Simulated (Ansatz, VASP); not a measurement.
## One calculation of GaN, two programs

```
CELL_PARAMETERS angstrom
2.74330 0.00000 0.00000
0.00000 2.74330 0.00000
0.00000 0.00000 2.74330
ATOMIC_POSITIONS crystal
Ga 0.00000 0.00000 0.00000
N 0.50000 0.50000 0.50000
```

Alike in both runs: task single point; functional PBE; k mesh 6 × 6 × 6; occupations gaussian, width 0.05 eV; no spin polarisation.

```csv
,VASP,Ansatz
version,VASP 6.6.1,Ansatz 0.2.0
potentials or method,"VASP PAW PBE potentials, release 64 (Ga_d, N), cutoff 600 eV","scalar-relativistic, plane waves, PAW"
valence electrons in the cell,18,18
```

|  | VASP | Ansatz | Ansatz less VASP |
| --- | --- | --- | --- |
| gap on the k mesh at the Fermi level (eV) | none | none | - |
| pressure (GPa) | 0.2 | -0.1 | -0.32 |

A gap of «none» marks a metal or a gap that the smearing closes. With one functional, cell and mesh, what is left measures potentials, basis and numerics.

The k mesh is coarse, so the values compare programs but aren't converged.
